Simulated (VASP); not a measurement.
HgTe: single point with revPBE

The system is HgTe.

```
CELL_PARAMETERS angstrom
-2.99025 2.99025 1.65543
2.99025 -2.99025 1.65543
2.99025 2.99025 -1.65543
ATOMIC_POSITIONS crystal
Hg 0.75000 0.25000 0.50000
Te 0.00000 0.00000 0.00000
```

* Program: VASP 6.6.1
* Task: single point
* Functional: revPBE
* Potentials or basis: VASP PAW PBE potentials, release 64 (Hg, Te)
* Cutoff: 520 eV
* k mesh: 10 × 10 × 10
* Occupations: fermi-dirac, width 0.05 eV
* Spin: no spin polarisation

```
Pressure               : 0.0 GPa
Band gap on the k mesh : zero (bands 9 and 10 overlap by 3.69 eV)
```

Levels at points of the mesh, in eV from the Fermi level:
| k point | band 7 | band 8 | band 9 | band 10 | band 11 | band 12 |
| --- | --- | --- | --- | --- | --- | --- |
| (0.00, 0.00, 0.00) | -3.07 | -2.19 | -2.19 | 2.37 | 4.85 | 7.35 |
| (0.50, 0.00, 0.00) | -4.41 | -2.17 | -1.40 | -0.31 | 3.33 | 3.71 |
| (0.50, 0.50, 0.00) | -6.08 | -0.68 | 1.88 | 1.91 | 2.34 | 3.63 |
| (0.50, 0.50, 0.50) | -4.21 | -4.19 | -4.19 | 1.99 | 6.04 | 8.54 |

Run time: 86 s on 1 thread of Intel(R) Xeon(R) Platinum 8488C (Sapphire Rapids) (shared host), peak memory 0.26 GiB.

Caveat: the PAW data sets were made with another functional, which shifts forces and pressure a little; spin-orbit coupling is left out, which moves the levels of the heavy elements.
